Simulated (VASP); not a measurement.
Input of a VASP 6.6.1 run:

File INCAR:

```
PREC = Accurate
ENCUT = 520
EDIFF = 1E-7
ISMEAR = 0
SIGMA = 0.1
LREAL = F
LASPH = T
NELM = 80
ALGO = Normal
ISIF = 2
LWAVE = F
LCHARG = F
LDIPOL = T
IDIPOL = 3
DIPOL = 0.5 0.5 0.351
GGA = PS
NBANDS = 46
```

KPOINTS

```
regular mesh
0
Gamma
  6 6 1
```

Contents of POSCAR:

```
NaTa6
1.0
    4.6393552080      0.0000000000      0.0000000000
   -2.3196776040      4.0177994673      0.0000000000
    0.0000000000      0.0000000000     19.9442140487
Ta Na
6 1
Direct
    0.6666666667      0.3333333333      0.2005594199
    0.3333333333      0.6666666666      0.2480420840
    0.0000000000      0.0000000000      0.2955247481
    0.6666666667      0.3333333333      0.3400438158
    0.3333333333      0.6666666666      0.3814862476
    0.0000000000      0.0000000000      0.4233916678
    0.2222222222      0.1111111111      0.5710006219
```

Potentials or basis: VASP PAW PBE potentials, release 64 (Ta_pv, Na_pv).

Launch:

```bash
$ cat potpaw_PBE.64/Ta_pv/POTCAR potpaw_PBE.64/Na_pv/POTCAR > POTCAR
$ mpirun -np 1 vasp_std > vasp.out
```

Question: Predict the band gap on the k mesh.

Answer: Zero (an odd number of electrons rules out a gap without spin polarisation).

Question: Predict the largest force.

Answer: 1.813 eV/Å.

Forces in eV/Å, atoms in the order of the input:
```
Ta  -0.001 -0.001  1.789
Ta   0.007  0.004 -0.046
Ta   0.002  0.001 -1.813
Ta  -0.024 -0.014  0.097
Ta  -0.037 -0.021  0.223
Ta  -0.172 -0.099 -0.277
Na   0.224  0.130  0.027
```

Caveat: the PAW data sets were made with another functional, which shifts forces and pressure a little; spin-orbit coupling is left out, which moves the levels of the heavy elements.
